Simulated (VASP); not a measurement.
## Al3Cu: single point with LDA

Al3Cu:

```
Al Cu
1.0
     4.09598    0.00000    0.00000
     0.00000    4.09598    0.00000
     0.00000    0.00000    3.41441
Al Cu
3 1
Direct
  0.00000 0.50000 0.50000
  0.50000 0.00000 0.50000
  0.50000 0.50000 0.00000
  0.00000 0.00000 0.00000
```

This cell differs from its parent crystal: volume 14.321 Å^3 an atom, c/a of the conventional cell 0.8336.

```yaml
Program: VASP 6.6.1
Task: single point
Functional: LDA
Potentials_or_basis: VASP PAW LDA potentials, release 64 (Al, Cu)
Cutoff: 520 eV
k_mesh: 12 × 12 × 12
Occupations: gaussian, width 0.15 eV
Spin: no spin polarisation
Dipole_correction: no
Further_INCAR_settings: ALGO = Fast; EDIFF = 1e-06; NBANDS = 18
```

| Property | Result |
| --- | --- |
| Pressure | 0.9 GPa |
| Band gap on the k mesh | zero (band 10 reaches 11.72 eV, above the bottom of band 11 at 6.44 eV) |

Stress tensor (GPa, compression positive):
```
-1.60  0.00  0.00
 0.00 -1.60  0.00
 0.00  0.00  5.83
```

Levels at points of the mesh, in eV from the Fermi level:
```csv
k point,band 7,band 8,band 9,band 10,band 11,band 12,band 13,band 14
"(0.00, 0.00, 0.00)",-3.39,-3.39,-1.41,-0.58,-0.09,2.71,4.83,4.83
"(0.50, 0.00, 0.00)",-3.70,-0.85,-0.72,-0.37,1.36,2.06,2.34,3.96
"(0.50, 0.50, 0.00)",-3.70,-3.65,-3.22,3.10,4.53,4.53,5.32,5.85
"(0.00, 0.00, 0.50)",-3.28,-0.17,-0.17,0.26,0.28,0.28,1.47,1.48
"(0.50, 0.00, 0.50)",-3.65,-3.27,-3.16,0.85,2.19,2.73,2.82,3.09
"(0.50, 0.50, 0.50)",-3.74,-3.66,-3.55,-2.26,-2.17,-1.80,-1.80,10.25
```

Run time: 2.9 min on 1 thread of Intel Xeon 6975P-C, on a shared host, peak memory 0.29 GiB.
